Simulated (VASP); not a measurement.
# AlIn2N3 (Cmc2_1) in VASP: a series of runs

AlIn2N3 is run at these levels: r2SCAN; tasks: single point.

Everything below comes from runs of VASP 6.6.1. Logs are shortened: lines on timing, memory, paths and dates and some standing lists are left out, and cuts for length are marked.

### Step 1. The cell of the first run

Symmetry: Cmc2_1, No. 36, orthorhombic system. The conventional cell has a = 9.901 Å, b = 5.697 Å, c = 5.555 Å, α = 90.00°, β = 90.00°, γ = 90.00°. Within 2.5 Å of Al (site symmetry m) lie 4 N at 1.86 to 1.90 Å. Within 2.8 Å of In (site symmetry 1) lie 4 N at 2.12 to 2.15 Å. N (site symmetry 1) has 1 Al at 1.86 Å and 3 In at 2.12 to 2.15 Å within 2.5 Å. Within 2.5 Å of N (site symmetry m) lie 2 Al at 1.88 to 1.90 Å and 2 In at 2.14 Å.

### Step 2. Single point, r2SCAN (biaxial strain in the a-b plane: -3.0 %, then relaxed in part)

POSCAR reads:

```
AlIn2N3
1.0
    4.9503615536     -2.8486761422      0.0000000000
    4.9503615536      2.8486761422      0.0000000000
    0.0000000000      0.0000000000      5.5548571168
Al In N
2 4 6
Direct
    0.3407250360      0.6592749640      0.9898438043
    0.6592749640      0.3407250360      0.4898438043
    0.9864437898      0.3364909133      0.9943454575
    0.6635090867      0.0135562102      0.9943454575
    0.0135562102      0.6635090867      0.4943454575
    0.3364909133      0.9864437898      0.4943454575
    0.9710781983      0.3320534317      0.3812032585
    0.6679465683      0.0289218017      0.3812032585
    0.0289218017      0.6679465683      0.8812032585
    0.3320534317      0.9710781983      0.8812032585
    0.3684834564      0.6315165436      0.3310587636
    0.6315165436      0.3684834564      0.8310587636
```

INCAR.step1 reads:

```
PREC = Accurate
ENCUT = 520
ISMEAR = 0
SIGMA = 0.02
LREAL = F
LASPH = T
NELM = 60
NBANDS = 56
GGA = PE
ALGO = Normal
EDIFF = 1E-4
LWAVE = T
LCHARG = F
```

INCAR.step2 reads:

```
PREC = Accurate
ENCUT = 520
EDIFF = 1E-7
ISMEAR = 0
SIGMA = 0.02
LREAL = F
LASPH = T
NELM = 60
ALGO = Normal
ISIF = 2
LWAVE = F
LCHARG = F
METAGGA = R2SCAN
LMIXTAU = T
NBANDS = 56
ISTART = 1
```

KPOINTS reads:

```
regular mesh
0
Gamma
  6 6 6
```

Potentials or basis: VASP PAW PBE potentials, release 64 (Al, In_d, N).

Launch:

```sh
cat potpaw_PBE.64/Al/POTCAR potpaw_PBE.64/In_d/POTCAR potpaw_PBE.64/N/POTCAR > POTCAR
cp INCAR.step1 INCAR
mpirun -np 1 vasp_std > vasp.out
cp INCAR.step2 INCAR
mpirun -np 1 vasp_std > vasp.out
```

OUTCAR:

```text
PREC = Accurate
   ENCUT = 520
   EDIFF = 1E-7
   ISMEAR = 0
   LREAL = F
   LASPH = T
   NELM = 60
   ISIF = 2
   METAGGA = R2SCAN
   ISTART = 1

 ion  position               nearest neighbor table
   1  0.341  0.659  0.990-   9 1.86  10 1.86  12 1.88  11 1.90   3 3.19   4 3.19   2 3.32   2 3.32
                             5 3.32   6 3.32   3 3.35   4 3.35   4 3.35   3 3.35   5 3.36   6 3.36
   2  0.659  0.341  0.490-   7 1.86   8 1.86  11 1.88  12 1.90   6 3.19   5 3.19   1 3.32   1 3.32
                             3 3.32   4 3.32   5 3.35   6 3.35   6 3.35   5 3.35   3 3.36   4 3.36
   3  0.986  0.336  0.994-   9 2.12  10 2.12  12 2.14   7 2.15   1 3.19   4 3.20   2 3.32   4 3.34
                             4 3.34   1 3.35   1 3.35   2 3.36   5 3.39   5 3.39   6 3.42   6 3.42
   4  0.664  0.014  0.994-  10 2.12   9 2.12  12 2.14   8 2.15   1 3.19   3 3.20   2 3.32   3 3.34
                             3 3.34   1 3.35   1 3.35   2 3.36   6 3.39   6 3.39   5 3.42   5 3.42
   5  0.014  0.664  0.494-   7 2.12   8 2.12  11 2.14   9 2.15   2 3.19   6 3.20   1 3.32   6 3.34
                             6 3.34   2 3.35   2 3.35   1 3.36   3 3.39   3 3.39   4 3.42   4 3.42
   6  0.336  0.986  0.494-   8 2.12   7 2.12  11 2.14  10 2.15   2 3.19   5 3.20   1 3.32   5 3.34
                             5 3.34   2 3.35   2 3.35   1 3.36   4 3.39   4 3.39   3 3.42   3 3.42
   7  0.971  0.332  0.381-   2 1.86   5 2.12   6 2.12   3 2.15
   8  0.668  0.029  0.381-   2 1.86   6 2.12   5 2.12   4 2.15
   9  0.029  0.668  0.881-   1 1.86   3 2.12   4 2.12   5 2.15
  10  0.332  0.971  0.881-   1 1.86   4 2.12   3 2.12   6 2.15
  11  0.368  0.632  0.331-   2 1.88   1 1.90   5 2.14   6 2.14
  12  0.632  0.368  0.831-   1 1.88   2 1.90   3 2.14   4 2.14

  LATTYP: Found a base centered orthorhombic cell.
 ALAT       =     5.6973522844
 B/A-ratio  =     1.7377761832
 C/A-ratio  =     0.9749892300

  Lattice vectors:

 A1 = (  -4.9503615536,  -2.8486761422,   0.0000000000)
 A2 = (   4.9503615536,  -2.8486761422,   0.0000000000)
 A3 = (   0.0000000000,   0.0000000000,   5.5548571168)

Analysis of symmetry for initial positions (statically):
=====================================================================
 Subroutine PRICEL returns:
 Original cell was already a primitive cell.

 Routine SETGRP: Setting up the symmetry group for a
 base centered orthorhombic supercell.

 Subroutine GETGRP returns: Found  4 space group operations
 (whereof  2 operations were pure point group operations)
 out of a pool of  8 trial point group operations.

The static configuration has the point symmetry C_1h.
 The point group associated with its full space group is C_2v.

Analysis of symmetry for dynamics (positions and initial velocities):
=====================================================================
 Subroutine PRICEL returns:
 Original cell was already a primitive cell.

 Routine SETGRP: Setting up the symmetry group for a
 base centered orthorhombic supercell.

 Subroutine GETGRP returns: Found  4 space group operations
 (whereof  2 operations were pure point group operations)
 out of a pool of  8 trial point group operations.

The dynamic configuration has the point symmetry C_1h.
 The point group associated with its full space group is C_2v.

 Subroutine INISYM returns: Found  4 space group operations
 (whereof  2 operations are pure point group operations),
 and found     1 'primitive' translations

----------------------------------------------------------------------------------------

                                     Primitive cell

  volume of cell :     156.6689

  direct lattice vectors                    reciprocal lattice vectors
     4.950361554 -2.848676142  0.000000000     0.101002724 -0.175520128  0.000000000
     4.950361554  2.848676142  0.000000000     0.101002724  0.175520128  0.000000000
     0.000000000  0.000000000  5.554857117     0.000000000  0.000000000  0.180022632

  length of vectors
     5.711482756  5.711482756  5.554857117     0.202506458  0.202506458  0.180022632

  position of ions in fractional coordinates (direct lattice)
     0.340725036  0.659274964  0.989843804
     0.659274964  0.340725036  0.489843804
     0.986443790  0.336490913  0.994345458
     0.663509087  0.013556210  0.994345458
     0.013556210  0.663509087  0.494345458
     0.336490913  0.986443790  0.494345458
     0.971078198  0.332053432  0.381203259
     0.667946568  0.028921802  0.381203259
     0.028921802  0.667946568  0.881203259
[... 32 lines left out ...]
     0.000000000  0.000000000  0.030003772     0.000000000  0.000000000  0.166666667

  Length of vectors
     0.033751076  0.033751076  0.030003772

  Shift w.r.t. Gamma in fractional coordinates (k-lattice)
     0.000000000  0.000000000  0.000000000

 Subroutine IBZKPT returns following result:
 ===========================================

 Found     52 irreducible k-points:

 Following reciprocal coordinates:
            Coordinates               Weight
  0.000000  0.000000  0.000000      1.000000
  0.166667  0.000000  0.000000      4.000000
  0.333333 -0.000000  0.000000      4.000000
  0.500000  0.000000  0.000000      2.000000
  0.166667  0.166667  0.000000      2.000000
  0.333333  0.166667  0.000000      4.000000
[... 16 lines left out ...]
  0.333333  0.333333  0.166667      4.000000
  0.500000  0.333333  0.166667      8.000000
 [... further k-points ...]
   k-points           NKPTS =     52   k-points in BZ     NKDIM =     52   number of bands    NBANDS=     56
   number of dos      NEDOS =    301   number of ions     NIONS =     12
   total plane-waves  NPLWV =  74088
   dimension x,y,z NGX =    42 NGY =   42 NGZ =   42
   dimension x,y,z NGXF=    84 NGYF=   84 NGZF=   84
   ions per type =               2   4   6
   NGX,Y,Z   is equivalent  to a cutoff of  12.23, 12.23, 12.57 a.u.
   NGXF,Y,Z  is equivalent  to a cutoff of  24.45, 24.45, 25.14 a.u.
 SYSTEM =  unknown system
   PREC   = accura    normal or accurate (medium, high low for compatibility)
   ISTART =      1    job   : 0-new  1-cont  2-samecut
   ICHARG =      0    charge: 1-file 2-atom 10-const
   ISPIN  =      1    spin polarized calculation?
   LNONCOLLINEAR =      F non collinear calculations
   LSORBIT =      F    spin-orbit coupling
   LASPH  =      T    aspherical Exc in radial PAW
   ENCUT  =  520.0 eV  38.22 Ry    6.18 a.u.  10.62 10.62 10.33*2*pi/ulx,y,z
   NELM   =     60;   NELMIN=  2; NELMDL=  0     # of ELM steps
   EDIFF  = 0.1E-06   stopping-criterion for ELM
   LREAL  =      F    real-space projection
   EDIFFG = 0.1E-05   stopping-criterion for IOM
   NSW    =      0    number of steps for IOM
   IBRION =     -1    ionic relax: 0-MD 1-quasi-New 2-CG
   NFREE  =      0    steps in history (QN), initial steepest desc. (CG)
   ISIF   =      2    stress and relaxation
   ISYM   =      2    0-nonsym 1-usesym 2-fastsym
   POTIM  = 0.5000    time-step for ionic-motion
   TEBEG  =    0.0;   TEEND  =   0.0 temperature during run
   PSTRESS=    0.0 pullay stress
   NELECT =      88.0000    total number of electrons
   NUPDOWN=      -1.0000    fix difference up-down
   EMIN   =  10.00;   EMAX   =-10.00  energy-range for DOS
   EFERMI =   0.00;   METHOD = LEGACY
   ISMEAR =     0;   SIGMA  =   0.02  broadening in eV -4-tet -1-fermi 0-gaus
   EFERMI_NEDOS =   21; number of points for ismear=-14 and -15
   IALGO  =     38    algorithm
   IMIX   =      4    mixing-type and parameters
     AMIX     =   0.40;   BMIX     =  1.00
     AMIX_MAG =   1.60;   BMIX_MAG =  1.00
  volume/ion in A,a.u.               =      13.06        88.10
  Fermi-wavevector in a.u.,A,eV,Ry     =   1.350749  2.552546 24.824153  1.824524
  Thomas-Fermi vector in A             =   2.478228
   LORBIT       =      0    0 simple, 1 ext, 2 COOP (PROOUT), +10 PAW based schemes
   METAGGA = R2SCAN    functional components
   LHFCALC =     F    Hartree Fock is set to
   AEXX    =    0.0000 exact exchange contribution
   IVDW    =     0    specifies the selected vdW correction
   LEPSILON=     F    determine dielectric tensor
   LRPA    =     F    only Hartree local field effects (RPA)
 non-spin polarized calculation
 Gauss-broadening in eV      SIGMA  =   0.02
  energy-cutoff  :      520.00
  volume of cell :      156.67
 maximum number of plane-waves:      4250
   NGX = 21   NGY = 21   NGZ = 21

 number of electron      87.9999992 magnetization

 Free energy of the ion-electron system (eV)
  ---------------------------------------------------
  ext. energy  EPLUGINS =         0.00000000
  ---------------------------------------------------
  free energy    TOTEN  =      -165.74234322 eV

  energy without entropy =     -165.74234322  energy(sigma->0) =     -165.74234322

 E-fermi :   6.8659     XC(G=0): -11.7465

 val. band max:        6.7775202964   @ k =   0.0000   0.0000   0.0000
 cond. band min:       8.1594125646   @ k =   0.0000   0.0000   0.0000
 fundamental gap:      1.3818922681
 Fermi energy:         6.8658557053

 k-point     1 :       0.0000    0.0000    0.0000
  band No.  band energies     occupation
      1      -9.0334      2.00000
      2      -8.7647      2.00000
      3      -8.5498      2.00000
      4      -8.5433      2.00000
      5      -8.3517      2.00000
      6      -8.1699      2.00000
[... 1405 lines left out ...]
     55      16.0027      0.00000
     56      16.2721      0.00000

 [... further k-points ...]

------------------------ aborting loop because EDIFF is reached ----------------------------------------

  FORCE on cell =-STRESS in cart. coord.  units (eV):
  Direction    XX          YY          ZZ          XY          YZ          ZX
  --------------------------------------------------------------------------------------
  -------------------------------------------------------------------------------------
  Total       11.0846025     10.7868939      0.2181750      0.0000000      0.0000000      0.0000000
  in kB      113.3568629    110.3123415      2.2311698      0.0000000      0.0000000      0.0000000
  external PRESSURE =      75.3001248 kB  Pullay stress =       0.0000000 kB

 VOLUME and BASIS-vectors are now :
 -----------------------------------------------------------------------------
  energy-cutoff  :      520.00
  volume of cell :      156.67
      direct lattice vectors                 reciprocal lattice vectors
     4.950361554 -2.848676142  0.000000000     0.101002724 -0.175520128  0.000000000
     4.950361554  2.848676142  0.000000000     0.101002724  0.175520128  0.000000000
     0.000000000  0.000000000  5.554857117     0.000000000  0.000000000  0.180022632

 POSITION                                       TOTAL-FORCE (eV/Angst)
 -----------------------------------------------------------------------------------
      4.95036      0.90745      5.49844        -0.000000     -0.000688      0.004227
      4.95036     -0.90745      2.72101        -0.000000      0.000688      0.004227
      6.54901     -1.85151      5.52345        -0.000945      0.001687      0.000691
      3.35172     -1.85151      5.52345         0.000945      0.001687      0.000691
      3.35172      1.85151      2.74602         0.000945     -0.001687      0.000691
      6.54901      1.85151      2.74602        -0.000945     -0.001687      0.000691
      6.45097     -1.82037      2.11753        -0.043778      0.027053      0.014317
      3.44975     -1.82037      2.11753         0.043778      0.027053      0.014317
      3.44975      1.82037      4.89496         0.043778     -0.027053      0.014317
      6.45097      1.82037      4.89496        -0.043778     -0.027053      0.014317
      4.95036      0.74930      1.83898        -0.000000     -0.043238     -0.034243
      4.95036     -0.74930      4.61641        -0.000000      0.043238     -0.034243
 -----------------------------------------------------------------------------------
    total drift:                                0.000000     -0.000000     -0.008405

  FREE ENERGIE OF THE ION-ELECTRON SYSTEM (eV)
  ---------------------------------------------------
  free  energy   TOTEN  =      -165.7423432212 eV

  energy  without entropy=     -165.7423432212  energy(sigma->0) =     -165.74234322
```

Run time: 35 min. Hardware: 1 thread of Oxide Virtual Turin-like, shared host; peak memory 0.48 GiB.

What came out:

- Free energy: -165.7423 eV
- Pressure: 7.5 GPa
- Largest force: 0.055 eV/Å
- Band gap on the k mesh: 1.38 eV

Forces on the atoms (eV/Å):
```
Al   0.000 -0.001  0.004
Al   0.000  0.001  0.004
In  -0.001  0.002  0.001
In   0.001  0.002  0.001
In   0.001 -0.002  0.001
In  -0.001 -0.002  0.001
N   -0.044  0.027  0.014
N    0.044  0.027  0.014
N    0.044 -0.027  0.014
N   -0.044 -0.027  0.014
N    0.000 -0.043 -0.034
N    0.000  0.043 -0.034
```

Caveat: the cell differs from its parent crystal (biaxial strain in the a-b plane: -3.0 %, then relaxed in part); the stress differs along the axes, from 0 to 11 GPa; the PAW data sets were made with another functional, which shifts forces and pressure a little; spin-orbit coupling is left out, which moves the levels of the heavy elements.

(Continued in part 2 of 2.)
